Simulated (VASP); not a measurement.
BeS, 2 atoms in the cell. It takes space group Fm-3m (No. 225, cubic). The conventional cell has a = 4.635 Å, b = 4.635 Å, c = 4.635 Å, α = 90.00°, β = 90.00°, γ = 90.00°. Be (site symmetry m-3m) has 6 S at 2.32 Å within 3.1 Å. S (site symmetry m-3m) has 6 Be at 2.32 Å within 3.1 Å. 

```yaml
Program: VASP 6.6.1
Task: single point
Functional: PBE
Potentials_or_basis: VASP PAW PBE potentials, release 64 (Be, S)
Cutoff: 600 eV
k_mesh: 10 × 10 × 10
Occupations: gaussian, width 0.01 eV
Spin: no spin polarisation
Dipole_correction: no
Further_INCAR_settings: ALGO = Normal; EDIFF = 1e-06; NBANDS = 11
```

Potentials or basis: VASP PAW PBE potentials, release 64 (Be, S).

Command:

```sh
$ cat potpaw_PBE.64/Be/POTCAR potpaw_PBE.64/S/POTCAR > POTCAR
$ mpirun -np 1 vasp_std > vasp.out
```

Hardware: 1 thread of Intel(R) Xeon(R) Platinum 8488C (Sapphire Rapids) (shared host).

Problem. How long does it take, and how much memory?

Solution. It took 17 s on 1 thread of Intel(R) Xeon(R) Platinum 8488C (Sapphire Rapids), on a shared host, peak memory 0.15 GiB. Counts: scf iterations 11, k points 47.
